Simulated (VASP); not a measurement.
LuBRh3, 5 atoms in the cell. The cell holds an amorphous packing of atoms, 5 atoms: a = 4.014 Å, b = 4.270 Å, c = 4.789 Å, α = 89.72°, β = 88.12°, γ = 77.31°. 

* Program: VASP 6.6.1
* Task: molecular dynamics
* Functional: PBE
* Potentials or basis: VASP PAW PBE potentials, release 64 (Rh_pv, Lu, B)
* Cutoff: 520 eV
* k mesh: 4 × 4 × 3
* Occupations: fermi-dirac, width 0.1 eV
* Spin: no spin polarisation
* Dipole correction: no
* Further INCAR settings: ALGO = Normal; EDIFF = 1e-05; ISYM = 0; IBRION = 0; POTIM = 1.0; NSW = 40

Potentials or basis: VASP PAW PBE potentials, release 64 (Rh_pv, Lu, B).

Command:

```console
$ cat potpaw_PBE.64/Rh_pv/POTCAR potpaw_PBE.64/Lu/POTCAR potpaw_PBE.64/B/POTCAR > POTCAR
$ mpirun -np 1 vasp_std > vasp.out
```

Hardware: 1 thread of Intel(R) Xeon(R) Platinum 8488C (Sapphire Rapids), with other jobs on the host.

Task: Estimate the wall time of this run.

Result: It took 13 min on 1 thread of Intel(R) Xeon(R) Platinum 8488C (Sapphire Rapids) (shared host), peak memory 0.33 GiB. Counts: scf iterations 171, k points 26, ion steps 40.
